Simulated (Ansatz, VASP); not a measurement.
**Two plane-wave programs on W**

```
W
1.0
    -1.46952    1.46952    1.46952
     1.46952   -1.46952    1.46952
     1.46952    1.46952   -1.46952
W
1
Direct
  0.00000 0.00000 0.00000
```

Change from the starting cell: strain -0.080 along x and y, -0.080 along z, atoms carried along.

Alike in both runs: task single point; functional PBE; k mesh 20 × 20 × 20; occupations gaussian, width 0.15 eV; no spin polarisation.

```csv
,VASP,Ansatz
version,VASP 6.6.1,Ansatz 0.2.0
potentials or method,"VASP PAW PBE potentials, release 64 (W_sv), cutoff 520 eV","scalar-relativistic, plane waves, PAW"
valence electrons in the cell,14,14
```

```tsv
	VASP	Ansatz	Ansatz less VASP
gap on the k mesh at the Fermi level (eV)	none	none	-
pressure (GPa)	121.2	118.5	-2.72
```

A gap of «none» marks a metal or a gap that the smearing closes. Both programs put the cell under a high pressure, so it lies far from rest at this level. With one functional, cell and mesh, what is left measures potentials, basis and numerics.

Spin-orbit coupling is off throughout. Noted on VASP's run: the cell as given lies far from equilibrium.
